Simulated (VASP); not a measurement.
Here is a VASP 6.6.1 calculation.

POSCAR

```
CdS
1.0
    4.4949933313      0.0000000000      0.0000000000
   -2.2474966656      3.8927784147      0.0000000000
    0.0000000000      0.0000000000      5.8608550515
Cd S
2 2
Direct
    0.3333333333      0.6666666667      0.2500000000
    0.6666666667      0.3333333333      0.7500000000
    0.6666666667      0.3333333333      0.2500000000
    0.3333333333      0.6666666667      0.7500000000
```

Contents of INCAR.step1:

```
PREC = Accurate
ENCUT = 520
ISMEAR = 0
SIGMA = 0.01
LREAL = False
LASPH = True
NELM = 60
NBANDS = 26
GGA = PE
ALGO = Normal
EDIFF = 1E-4
LWAVE = True
LCHARG = False
```

The input INCAR.step2:

```
PREC = Accurate
ENCUT = 520
EDIFF = 1E-7
ISMEAR = 0
SIGMA = 0.01
LREAL = False
LASPH = True
NELM = 60
ALGO = Normal
ISIF = 2
LWAVE = False
LCHARG = False
METAGGA = R2SCAN
LMIXTAU = True
NBANDS = 26
ISTART = 1
```

File KPOINTS:

```
regular mesh
0
Gamma
  6 6 4
```

Potentials or basis: VASP PAW PBE potentials, release 64 (Cd, S).

Launch:

```console
$ cat potpaw_PBE.64/Cd/POTCAR potpaw_PBE.64/S/POTCAR > POTCAR
$ cp INCAR.step1 INCAR
$ mpirun -np 1 vasp_std > vasp.out
$ cp INCAR.step2 INCAR
$ mpirun -np 1 vasp_std > vasp.out
```

Predict the band gap on the k mesh.

1.37 eV (least direct gap 1.63 eV).

Predict the pressure.

-3.1 GPa.

Stress tensor (GPa, compression positive):
```
-3.31  0.00  0.00
 0.00 -3.31  0.00
 0.00  0.00 -2.55
```

Caveat: the cell stands under tension; the PAW data sets were made with another functional, which shifts forces and pressure a little. A k mesh can miss the band edges.
